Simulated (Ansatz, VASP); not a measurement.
**KMgF3 in VASP and in Ansatz**

File INCAR:

```
PREC = Accurate
ENCUT = 600
EDIFF = 1E-6
ISMEAR = -1
SIGMA = 0.02
LREAL = F
LASPH = T
NELM = 120
ALGO = Normal
ISIF = 2
LWAVE = F
LCHARG = F
GGA = PE
NBANDS = 24
GGA_COMPAT = F
```

The input KPOINTS:

```
Automatic mesh
0
Gamma
  6 6 6
```

The input POSCAR:

```
KMgF3
1.0
    3.9802355751      0.0000000000      0.0000000000
    0.0000000000      3.9802355751      0.0000000000
    0.0000000000      0.0000000000      4.0550640039
K Mg F
1 1 3
Direct
    0.5000000000      0.5000000000      0.5000000000
    0.0000000000      0.0000000000      0.0000000000
    0.5000000000      0.0000000000      0.0000000000
    0.0000000000      0.5000000000      0.0000000000
    0.0000000000      0.0000000000      0.5000000000
```

Input for Ansatz:

```yaml
crystal:
  lattice:
    - [3.9802355751, 0.0, 0.0]
    - [0.0, 3.9802355751, 0.0]
    - [0.0, 0.0, 4.0550640039]
  atoms:
    - { symbol: K, position: [0.5, 0.5, 0.5] }
    - { symbol: Mg, position: [0.0, 0.0, 0.0] }
    - { symbol: F, position: [0.5, 0.0, 0.0] }
    - { symbol: F, position: [0.0, 0.5, 0.0] }
    - { symbol: F, position: [0.0, 0.0, 0.5] }
kpoints:
  mp_grid: { grid: [6, 6, 6] }
  band_path:
    path: [[0.0, 0.0, 0.0], [0.0, 0.5, 0.0], [0.5, 0.5, 0.0], [0.5, 0.5, 0.5]]
    npoints: 1
hamiltonian:
  xc: pbe
scf:
  occupations: { method: fermi_dirac, width: 0.02 }
  n_extra_bands: 5
output:
  forces: true
  stress: true
  eigenvalues: true
```

Change from the starting cell: uniaxial_z strain +1.9%.

Alike in both runs: task single point; functional PBE; k mesh 6 × 6 × 6; occupations fermi-dirac, width 0.02 eV; no spin polarisation.

```csv
,VASP,Ansatz
version,VASP 6.6.1,Ansatz 0.2.0
potentials or method,"VASP PAW PBE potentials, release 64 (K_sv, Mg, F)","plane waves, PAW"
plane-wave cutoff (eV),600,420
valence electrons in the cell,32,40
```

|  | VASP | Ansatz | Ansatz less VASP |
| --- | --- | --- | --- |
| gap on the k mesh at the Fermi level (eV) | 7.19 | 7.22 | +0.028 |
| pressure (GPa) | 2.1 | 2.7 | +0.55 |
| traceless stress, the component that is largest in VASP (GPa) | -1.18 | -1.18 | +0.004 |

VASP's potentials hold 32 valence electrons a cell and Ansatz's 40, so a difference there can come from the potentials and not from the codes.
